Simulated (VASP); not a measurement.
Set up this calculation in VASP 6.6.1, as the native input.

| Quantity | Value |
| --- | --- |
| Task | single point |
| Functional | PBE |
| Potentials or basis | VASP PAW PBE potentials, release 64 (Cd, F) |
| Cutoff | 520 eV |
| k mesh | 8 × 8 × 8 |
| Occupations | gaussian, width 0.02 eV |
| Spin | no spin polarisation |
| Dipole correction | no |
| Further INCAR settings | ALGO = Normal; EDIFF = 1e-06; NBANDS = 20 |

The structure of CdF2 lies in POSCAR:

```
CdF2
1.0
    0.0000000000      2.7406778771      2.7406778771
    2.7406778771      0.0000000000      2.7406778771
    2.7406778771      2.7406778771      0.0000000000
Cd F
1 2
Direct
    0.5000000000      0.5000000000      0.5000000000
    0.2500000000      0.2500000000      0.2500000000
    0.7500000000      0.7500000000      0.7500000000
```

This cell differs from its parent crystal: atoms taken out.

These files were run (other wordings do the same):

INCAR

```
PREC = Accurate
ENCUT = 520
EDIFF = 1E-6
ISMEAR = 0
SIGMA = 0.02
LREAL = False
LASPH = True
NELM = 100
ALGO = Normal
ISIF = 2
LWAVE = False
LCHARG = False
GGA = PE
NBANDS = 20
```

KPOINTS

```
Automatic mesh
0
Gamma
  8 8 8
```

Potentials or basis: VASP PAW PBE potentials, release 64 (Cd, F).

Run with:

```sh
$ cat potpaw_PBE.64/Cd/POTCAR potpaw_PBE.64/F/POTCAR > POTCAR
$ mpirun -np 1 vasp_std > vasp.out
```

It gave:

| Quantity | Value |
| --- | --- |
| Pressure | 0.5 GPa |
| Band gap on the k mesh | 2.89 eV (least direct gap 3.44 eV) |

Caveat: the cell differs from its parent crystal (atoms taken out).

Wall time 17 s on 1 thread of Intel(R) Xeon(R) 6975P-C (Granite Rapids), on a shared host, peak memory 0.17 GiB.
